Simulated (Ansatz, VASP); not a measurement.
One calculation of CoSi2, two programs

INCAR

```
SYSTEM = CoSi2
PREC     = Accurate       ! precision mode
ENCUT    = 520            ! plane-wave cutoff, eV
EDIFF    = 1E-6           ! SCF threshold, eV
ISMEAR   = -1             ! smearing method
SIGMA    = 0.05           ! smearing width, eV
LREAL    = .False.        ! projectors in reciprocal space
LASPH    = .True.         ! aspherical terms in the spheres
NELM     = 100            ! most SCF steps
ALGO     = Normal         ! electronic algorithm
ISIF     = 2              ! what is computed and relaxed
LWAVE    = .False.        ! write WAVECAR
LCHARG   = .False.        ! write CHGCAR
GGA      = PE             ! functional
NBANDS   = 16             ! bands
```

KPOINTS

```
Automatic mesh
0
Gamma
  14 14 14
  0 0 0
```

POSCAR

```
CoSi2
1.0
   -1.3207375311      1.3207375311      3.2081291449
    1.3207375311     -1.3207375311      3.2081291449
    1.3207375311      1.3207375311     -3.2081291449
Co Si
1 2
Direct
    0.0000000000      0.0000000000      0.0000000000
    0.3355605163      0.3355605163      0.0000000000
   -0.3355605163     -0.3355605163      0.0000000000
```

Input for Ansatz:

```yaml
crystal:
  lattice:
    - [-1.3207375311, 1.3207375311, 3.2081291449]
    - [1.3207375311, -1.3207375311, 3.2081291449]
    - [1.3207375311, 1.3207375311, -3.2081291449]
  atoms:
    - { symbol: Co, position: [0.0, 0.0, 0.0] }
    - { symbol: Si, position: [0.3355605163, 0.3355605163, 0.0] }
    - { symbol: Si, position: [-0.3355605163, -0.3355605163, 0.0] }
kpoints:
  mp_grid: { grid: [14, 14, 14] }
scf:
  occupations: { method: fermi_dirac, width: 0.05 }
hamiltonian:
  xc: pbe
  pseudopotentials: { kind: nc }
output:
  forces: true
  stress: true
  eigenvalues: true
```

Change from the starting cell: volume scaled by 0.62, norm-conserving files.

Alike in both runs: task single point; functional PBE; k mesh 14 × 14 × 14; occupations fermi-dirac, width 0.05 eV; no spin polarisation.

|  | VASP | Ansatz |
| --- | --- | --- |
| version | VASP 6.6.1 | Ansatz 0.2.0 |
| potentials or method | VASP PAW PBE potentials, release 64 (Co, Si) | norm-conserving pseudopotentials, scalar-relativistic |
| plane-wave cutoff (eV) | 520 | 1306 |
| valence electrons in the cell | 17 | 25 |

VASP gave:

| Property | Result |
| --- | --- |
| pressure (GPa) | 230.6 |
| traceless stress, the component that is largest in VASP (GPa) | -0.02 |
| rms of the force components (eV/Å) | 0.013 |

Estimate Ansatz's values.

pressure (GPa): 228.2; traceless stress, the component that is largest in VASP (GPa): 0.49; rms of the force components (eV/Å): 0.004.

Atom by atom the forces differ by 0.009 eV/Å (rms over components). Both programs put the cell under a high pressure, so it lies far from rest at this level. The functional is the same, so the differences come from potentials, cutoffs and numerics. VASP's potentials hold 17 valence electrons a cell and Ansatz's 25, so a difference there can come from the potentials and not from the codes.

Noted on VASP's run: the cell as given lies far from equilibrium.
